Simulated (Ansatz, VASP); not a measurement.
B4AsN3: VASP beside Ansatz

File POSCAR:

```
B4AsN3
1.0
    3.9535267229      0.0000000000      0.0000000000
    0.0000000000      3.9535267229      0.0000000000
    0.0000000000      0.0000000000      3.9535267229
N B As
3 4 1
Direct
    0.5000000000      0.0000000000      0.0000000000
    0.0000000000      0.5000000000      0.0000000000
    0.0000000000      0.0000000000      0.5000000000
    0.2269582761      0.7730417239      0.7730417239
    0.7730417239      0.2269582761      0.7730417239
    0.7730417239      0.7730417239      0.2269582761
    0.2269582761      0.2269582761      0.2269582761
    0.5000000000      0.5000000000      0.5000000000
```

File INCAR.step1:

```
SYSTEM = B4AsN3
  PREC = Accurate
  ENCUT = 520
  ISMEAR = 0
  SIGMA = 0.01
  LREAL = .FALSE.
  LASPH = .TRUE.
  NELM = 60
  NBANDS = 26
  GGA = PE
  ALGO = Normal
  EDIFF = 1E-4
  LWAVE = .TRUE.
  LCHARG = .FALSE.
```

The input INCAR.step2:

```
SYSTEM = B4AsN3
  PREC = Accurate
  ENCUT = 520
  EDIFF = 1E-7
  ISMEAR = 0
  SIGMA = 0.01
  LREAL = .FALSE.
  LASPH = .TRUE.
  NELM = 60
  ALGO = Normal
  ISIF = 2
  LWAVE = .FALSE.
  LCHARG = .FALSE.
  METAGGA = R2SCAN
  LMIXTAU = .TRUE.
  NBANDS = 26
  ISTART = 1
```

KPOINTS

```
regular mesh
0
G
  6 6 6
  0 0 0
```

Input for Ansatz:

```yaml
crystal:
  lattice:
    - [3.9535267229, 0.0, 0.0]
    - [0.0, 3.9535267229, 0.0]
    - [0.0, 0.0, 3.9535267229]
  atoms:
    - { symbol: "N", position: [0.5, 0.0, 0.0] }
    - { symbol: B, position: [0.2269582761, 0.7730417239, 0.7730417239] }
    - { symbol: "N", position: [0.0, 0.5, 0.0] }
    - { symbol: B, position: [0.7730417239, 0.2269582761, 0.7730417239] }
    - { symbol: "N", position: [0.0, 0.0, 0.5] }
    - { symbol: B, position: [0.7730417239, 0.7730417239, 0.2269582761] }
    - { symbol: As, position: [0.5, 0.5, 0.5] }
    - { symbol: B, position: [0.2269582761, 0.2269582761, 0.2269582761] }
kpoints:
  mp_grid: { grid: [6, 6, 6] }
  band_path:
    path: [[0.0, 0.0, 0.0], [0.0, 0.5, 0.0], [0.5, 0.5, 0.0], [0.5, 0.5, 0.5]]
    npoints: 1
hamiltonian:
  xc: r2scan
scf:
  occupations: { method: fixed }
  n_extra_bands: 6
output:
  forces: true
  stress: true
  eigenvalues: true
  write_density: true
  write_potential: true
  elf: true
  volumetric_format: npy
```

Alike in both runs: task single point; functional r2SCAN; k mesh 6 × 6 × 6; no spin polarisation.

|  | VASP | Ansatz |
| --- | --- | --- |
| version | VASP 6.6.1 | Ansatz 0.2.0 |
| potentials or method | VASP PAW PBE potentials, release 64 (N, B, As) | plane waves, PAW |
| plane-wave cutoff (eV) | 520 | 500 |
| occupations | gaussian, width 0.01 eV | fixed |
| valence electrons in the cell | 32 | 42 |

|  | VASP | Ansatz | Ansatz less VASP |
| --- | --- | --- | --- |
| gap on the k mesh at the Fermi level (eV) | 1.03 | 1.04 | +0.004 |
| pressure (GPa) | 1.3 | 0.0 | -1.22 |
| rms of the force components (eV/Å) | 0.046 | 0.001 | -0.0447 |

VASP's potentials were made for PBE, not for r2SCAN. VASP's potentials hold 32 valence electrons a cell and Ansatz's 42, so a difference there can come from the potentials and not from the codes.
